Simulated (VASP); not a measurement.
# Hf in VASP: single point with PBE+D3(BJ)

Aim: the single point of Hf with PBE+D3(BJ).

Everything below comes from runs of VASP 6.6.1. Logs are shortened: lines on timing, memory, paths and dates and some standing lists are left out, and cuts for length are marked.

### Step 1. The cell of the first run

The cell holds a slab with vacuum, 3 atoms: a = 3.091 Å, b = 3.091 Å, c = 21.907 Å, α = 90.00°, β = 90.00°, γ = 120.00°.

### Step 2. Single point, PBE+D3(BJ)

INCAR reads:

```
PREC = Accurate
ENCUT = 400
EDIFF = 1E-6
ISMEAR = 1
SIGMA = 0.1
LREAL = False
LASPH = True
NELM = 120
ALGO = Normal
ISIF = 2
LWAVE = False
LCHARG = False
LDIPOL = True
IDIPOL = 3
DIPOL = 0.5 0.5 0.433
GGA = PE
IVDW = 12
NBANDS = 22
GGA_COMPAT = False
NELMDL = -8
```

KPOINTS reads:

```
regular mesh
0
Gamma
  12 12 1
```

POSCAR reads:

```
Hf
1.0
    3.0912746026      0.0000000000      0.0000000000
   -1.5456373013      2.6771223359      0.0000000000
    0.0000000000      0.0000000000     21.9067976070
Hf
3
Direct
    0.6666666667      0.3333333333      0.3195355216
    0.3333333333      0.6666666667      0.4303844506
    0.6666666667      0.3333333333      0.5488918165
```

Potentials or basis: VASP PAW PBE potentials, release 64 (Hf_pv).

On the command line:

```console
cat potpaw_PBE.64/Hf_pv/POTCAR > POTCAR
mpirun -np 1 vasp_std > vasp.out
```

OUTCAR:

```text
PREC = Accurate
   ENCUT = 400
   EDIFF = 1E-6
   ISMEAR = 1
   LREAL = False
   LASPH = True
   NELM = 120
   ISIF = 2
   GGA = PE
   IVDW = 12
   NELMDL = -8
 IVDW          = 12

 ion  position               nearest neighbor table
   1  0.667  0.333  0.320-   2 3.01   2 3.01   2 3.01
   2  0.333  0.667  0.430-   1 3.01   1 3.01   1 3.01   3 3.15   3 3.15   3 3.15
   3  0.667  0.333  0.549-   2 3.15   2 3.15   2 3.15

  LATTYP: Found a hexagonal cell.
 ALAT       =     3.0912746026
 C/A-ratio  =     7.0866553196

  Lattice vectors:

 A1 = (   3.0912746026,   0.0000000000,   0.0000000000)
 A2 = (  -1.5456373013,   2.6771223359,   0.0000000000)
 A3 = (   0.0000000000,   0.0000000000,  21.9067976070)

Analysis of symmetry for initial positions (statically):
=====================================================================
 Subroutine PRICEL returns:
 Original cell was already a primitive cell.

 Routine SETGRP: Setting up the symmetry group for a
 hexagonal supercell.

 Subroutine GETGRP returns: Found  6 space group operations
 (whereof  6 operations were pure point group operations)
 out of a pool of 24 trial point group operations.

The static configuration has the point symmetry C_3v.

Analysis of symmetry for dynamics (positions and initial velocities):
=====================================================================
 Subroutine PRICEL returns:
 Original cell was already a primitive cell.

 Routine SETGRP: Setting up the symmetry group for a
 hexagonal supercell.

 Subroutine GETGRP returns: Found  6 space group operations
 (whereof  6 operations were pure point group operations)
 out of a pool of 24 trial point group operations.

The dynamic configuration has the point symmetry C_3v.

 Subroutine INISYM returns: Found  6 space group operations
 (whereof  6 operations are pure point group operations),
 and found     1 'primitive' translations

----------------------------------------------------------------------------------------

                                     Primitive cell

  volume of cell :     181.2945

  direct lattice vectors                    reciprocal lattice vectors
     3.091274603  0.000000000  0.000000000     0.323491158  0.186767707  0.000000000
    -1.545637301  2.677122336  0.000000000     0.000000000  0.373535414  0.000000000
     0.000000000  0.000000000 21.906797607     0.000000000  0.000000000  0.045647932

  length of vectors
     3.091274603  3.091274603 21.906797607     0.373535414  0.373535414  0.045647932

  position of ions in fractional coordinates (direct lattice)
     0.666666667  0.333333333  0.319535522
     0.333333333  0.666666667  0.430384451
     0.666666667  0.333333333  0.548891817

  ion indices of the primitive-cell ions
   primitive index   ion index
                 1           1
                 2           2
                 3           3

----------------------------------------------------------------------------------------

 KPOINTS: regular mesh

Automatic generation of k-mesh.
 Grid dimensions read from file:
 generate k-points for:   12   12    1

 Generating k-lattice:

  Cartesian coordinates                     Fractional coordinates (reciprocal lattice)
     0.026957596  0.015563976  0.000000000     0.083333333  0.000000000  0.000000000
     0.000000000  0.031127951  0.000000000     0.000000000  0.083333333  0.000000000
     0.000000000  0.000000000  0.045647932     0.000000000  0.000000000  1.000000000

  Length of vectors
     0.031127951  0.031127951  0.045647932

  Shift w.r.t. Gamma in fractional coordinates (k-lattice)
     0.000000000  0.000000000  0.000000000

 Subroutine IBZKPT returns following result:
 ===========================================

 Found     19 irreducible k-points:

 Following reciprocal coordinates:
            Coordinates               Weight
  0.000000  0.000000  0.000000      1.000000
  0.083333  0.000000  0.000000      6.000000
  0.166667  0.000000  0.000000      6.000000
  0.250000  0.000000  0.000000      6.000000
  0.333333  0.000000  0.000000      6.000000
  0.416667  0.000000  0.000000      6.000000
[... 11 lines left out ...]
  0.333333  0.250000  0.000000     12.000000
  0.333333  0.333333  0.000000      2.000000
   k-points           NKPTS =     19   k-points in BZ     NKDIM =     19   number of bands    NBANDS=     22
   number of dos      NEDOS =    301   number of ions     NIONS =      3
   total plane-waves  NPLWV =  57600
   dimension x,y,z NGX =    20 NGY =   20 NGZ =  144
   dimension x,y,z NGXF=    40 NGYF=   40 NGZF=  288
   ions per type =               3
   NGX,Y,Z   is equivalent  to a cutoff of  10.76, 10.76, 10.93 a.u.
   NGXF,Y,Z  is equivalent  to a cutoff of  21.51, 21.51, 21.86 a.u.
 SYSTEM =  unknown system
   PREC   = accura    normal or accurate (medium, high low for compatibility)
   ISTART =      0    job   : 0-new  1-cont  2-samecut
   ICHARG =      2    charge: 1-file 2-atom 10-const
   ISPIN  =      1    spin polarized calculation?
   LNONCOLLINEAR =      F non collinear calculations
   LSORBIT =      F    spin-orbit coupling
   LASPH  =      T    aspherical Exc in radial PAW
   ENCUT  =  400.0 eV  29.40 Ry    5.42 a.u.   5.04  5.04 35.72*2*pi/ulx,y,z
   NELM   =    120;   NELMIN=  2; NELMDL= -8     # of ELM steps
   EDIFF  = 0.1E-05   stopping-criterion for ELM
   LREAL  =      F    real-space projection
   EDIFFG = 0.1E-04   stopping-criterion for IOM
   NSW    =      0    number of steps for IOM
   IBRION =     -1    ionic relax: 0-MD 1-quasi-New 2-CG
   NFREE  =      0    steps in history (QN), initial steepest desc. (CG)
   ISIF   =      2    stress and relaxation
   ISYM   =      2    0-nonsym 1-usesym 2-fastsym
   POTIM  = 0.5000    time-step for ionic-motion
   TEBEG  =    0.0;   TEEND  =   0.0 temperature during run
   PSTRESS=    0.0 pullay stress
   NELECT =      30.0000    total number of electrons
   NUPDOWN=      -1.0000    fix difference up-down
   EMIN   =  10.00;   EMAX   =-10.00  energy-range for DOS
   EFERMI =   0.00;   METHOD = LEGACY
   ISMEAR =     1;   SIGMA  =   0.10  broadening in eV -4-tet -1-fermi 0-gaus
   EFERMI_NEDOS =   21; number of points for ismear=-14 and -15
   IALGO  =     38    algorithm
   IMIX   =      4    mixing-type and parameters
     AMIX     =   0.40;   BMIX     =  1.00
     AMIX_MAG =   1.60;   BMIX_MAG =  1.00
  volume/ion in A,a.u.               =      60.43       407.81
  Fermi-wavevector in a.u.,A,eV,Ry     =   0.898781  1.698449 10.990875  0.807807
  Thomas-Fermi vector in A             =   2.021533
   LORBIT       =      0    0 simple, 1 ext, 2 COOP (PROOUT), +10 PAW based schemes
   GGA     = PE    functional components
   LHFCALC =     F    Hartree Fock is set to
   AEXX    =    0.0000 exact exchange contribution
   IVDW    =    12    specifies the selected vdW correction
   LEPSILON=     F    determine dielectric tensor
   LRPA    =     F    only Hartree local field effects (RPA)
 non-spin polarized calculation
 Methfessel and Paxton  Order N= 1 SIGMA  =   0.10
  energy-cutoff  :      400.00
  volume of cell :      181.29
 maximum number of plane-waves:      3333
   NGX = 11   NGY = 11   NGZ = 71

 dipolmoment           0.000000      0.000000      0.004511 electrons x Angstroem

 number of electron      30.0000002 magnetization

 dipolmoment           0.000000      0.000000     -0.007321 electrons x Angstroem

 Free energy of the ion-electron system (eV)
  ---------------------------------------------------
  ext. energy  EPLUGINS =         0.00000000
  ---------------------------------------------------
  free energy    TOTEN  =       -27.81506653 eV

  energy without entropy =      -27.81294340  energy(sigma->0) =      -27.81435882

 E-fermi :  -0.8780     XC(G=0):  -4.9956

 val. band max:       -0.8812863713   @ k =   0.5000   0.0000   0.0000
 cond. band min:      -0.8470976315   @ k =   0.0833   0.0000   0.0000
 fundamental gap:      0.0341887398
 Fermi energy:        -0.8779780197

 k-point     1 :       0.0000    0.0000    0.0000
  band No.  band energies     occupation
      1     -31.7046      2.00000
      2     -31.5287      2.00000
      3     -31.0323      2.00000
      4     -31.0323      2.00000
      5     -30.9709      2.00000
      6     -30.9709      2.00000
[... 14 lines left out ...]
     21       1.0709     -0.00000
     22       1.0709     -0.00000

 k-point     2 :       0.0833    0.0000    0.0000
  band No.  band energies     occupation
      1     -31.6895      2.00000
      2     -31.5242      2.00000
      3     -31.0883      2.00000
      4     -31.0448      2.00000
      5     -31.0332      2.00000
      6     -30.9839      2.00000
[... 14 lines left out ...]
     21       0.9350     -0.00000
     22       1.2670      0.00000

 k-point     3 :       0.1667    0.0000    0.0000
  band No.  band energies     occupation
      1     -31.6484      2.00000
      2     -31.5140      2.00000
      3     -31.2357      2.00000
      4     -31.1863      2.00000
      5     -31.0786      2.00000
      6     -31.0190      2.00000
[... 14 lines left out ...]
     21       1.3661      0.00000
     22       1.8311      0.00000

 k-point     4 :       0.2500    0.0000    0.0000
  band No.  band energies     occupation
      1     -31.5981      2.00000
      2     -31.5108      2.00000
      3     -31.4230      2.00000
      4     -31.3783      2.00000
      5     -31.1245      2.00000
      6     -31.0666      2.00000
[... 14 lines left out ...]
     21       2.0717      0.00000
     22       2.1115      0.00000

 k-point     5 :       0.3333    0.0000    0.0000
  band No.  band energies     occupation
      1     -31.6444      2.00000
      2     -31.5928      2.00000
      3     -31.5198      2.00000
      4     -31.4826      2.00000
      5     -31.1699      2.00000
      6     -31.1135      2.00000
[... 14 lines left out ...]
     21       2.3263      0.00000
     22       2.4502      0.00000

 k-point     6 :       0.4167    0.0000    0.0000
  band No.  band energies     occupation
      1     -31.7664      2.00000
      2     -31.7211      2.00000
      3     -31.5557      2.00000
      4     -31.4531      2.00000
      5     -31.2030      2.00000
      6     -31.1475      2.00000
[... 14 lines left out ...]
     21       2.6515      0.00000
     22       2.8807      0.00000

 k-point     7 :       0.5000    0.0000    0.0000
  band No.  band energies     occupation
      1     -31.8131      2.00000
      2     -31.7692      2.00000
      3     -31.5756      2.00000
      4     -31.4375      2.00000
      5     -31.2150      2.00000
      6     -31.1599      2.00000
[... 199 lines left out ...]
      6     -31.2781      2.00000
[... 14 lines left out ...]
     21       2.7636      0.00000
     22       2.9446      0.00000

 k-point    16 :       0.4167    0.1667    0.0000
  band No.  band energies     occupation
      1     -31.7487      2.00000
      2     -31.7059      2.00000
      3     -31.5422      2.00000
      4     -31.4223      2.00000
      5     -31.3424      2.00000
      6     -31.2973      2.00000
[... 14 lines left out ...]
     21       3.0914      0.00000
     22       3.3499      0.00000

 k-point    17 :       0.2500    0.2500    0.0000
  band No.  band energies     occupation
      1     -31.6724      2.00000
      2     -31.6248      2.00000
      3     -31.5244      2.00000
      4     -31.4341      2.00000
      5     -31.3665      2.00000
      6     -31.3311      2.00000
[... 14 lines left out ...]
     21       2.5002      0.00000
     22       2.7849      0.00000

 k-point    18 :       0.3333    0.2500    0.0000
  band No.  band energies     occupation
      1     -31.6765      2.00000
      2     -31.6337      2.00000
      3     -31.5200      2.00000
      4     -31.4499      2.00000
      5     -31.4185      2.00000
      6     -31.3996      2.00000
[... 14 lines left out ...]
     21       2.9754      0.00000
     22       3.2477      0.00000

 k-point    19 :       0.3333    0.3333    0.0000
  band No.  band energies     occupation
      1     -31.6006      2.00000
      2     -31.5749      2.00000
      3     -31.5365      2.00000
      4     -31.5243      2.00000
      5     -31.5084      2.00000
      6     -31.3983      2.00000
[... 14 lines left out ...]
     21       3.0382      0.00000
     22       3.4237      0.00000

------------------------ aborting loop because EDIFF is reached ----------------------------------------

 vacuum level on the upper side and lower side of the slab       (xc-potential included)        -0.418        -0.219

 Edisp (eV)   -0.93933

 E8    (eV) :    -0.5246

  FORCE on cell =-STRESS in cart. coord.  units (eV):
  Direction    XX          YY          ZZ          XY          YZ          ZX
  --------------------------------------------------------------------------------------
  -------------------------------------------------------------------------------------
  Total      -0.09598    -0.09598    -0.59056     0.00000     0.00000     0.00000
  in kB      -0.84818    -0.84818    -5.21900     0.00000     0.00000     0.00000
  external pressure =       -2.31 kB  Pullay stress =        0.00 kB

 VOLUME and BASIS-vectors are now :
 -----------------------------------------------------------------------------
  energy-cutoff  :      400.00
  volume of cell :      181.29
      direct lattice vectors                 reciprocal lattice vectors
     3.091274603  0.000000000  0.000000000     0.323491158  0.186767707  0.000000000
    -1.545637301  2.677122336  0.000000000     0.000000000  0.373535414  0.000000000
     0.000000000  0.000000000 21.906797607     0.000000000  0.000000000  0.045647932

 POSITION                                       TOTAL-FORCE (eV/Angst)
 -----------------------------------------------------------------------------------
      1.54564      0.89237      7.00000         0.000000      0.000000     -0.126996
     -0.00000      1.78475      9.42835        -0.000000     -0.000000      0.457851
      1.54564      0.89237     12.02446        -0.000000     -0.000000     -0.330855
 -----------------------------------------------------------------------------------
    total drift:                                0.000000     -0.000000      0.001639

  FREE ENERGIE OF THE ION-ELECTRON SYSTEM (eV)
  ---------------------------------------------------
  free  energy   TOTEN  =       -28.7543936076 eV

  energy  without entropy=      -28.7522704716  energy(sigma->0) =      -28.75368590

 vacuum level on the upper side and lower side of the slab         3.053         3.249
```

It took 2.7 min on 1 thread of Intel Xeon Platinum 8259CL at 2.50GHz (Skylake/Cascade Lake), shared host; peak memory 0.24 GiB.

What came out:

```
Free energy                : -28.7544 eV
Largest force              : 0.458 eV/Å
Band gap on the k mesh     : zero (band 15 reaches -0.34 eV, above the bottom of band 16 at -1.21 eV)
Dispersion energy per atom : -0.313 eV
```

Forces on the atoms (eV/Å):
```
Hf   0.000  0.000 -0.127
Hf   0.000  0.000  0.458
Hf   0.000  0.000 -0.331
```

Levels at points of the mesh, in eV from the Fermi level:
| k point | band 13 | band 14 | band 15 | band 16 | band 17 | band 18 |
| --- | --- | --- | --- | --- | --- | --- |
| (0.00, 0.00, 0.00) | -0.12 | -0.02 | 0.54 | 1.17 | 1.40 | 1.40 |
| (0.50, 0.00, 0.00) | -1.59 | -1.12 | 0.00 | 1.01 | 1.56 | 1.76 |

Caveat: spin-orbit coupling is left out, which moves the levels of the heavy elements.
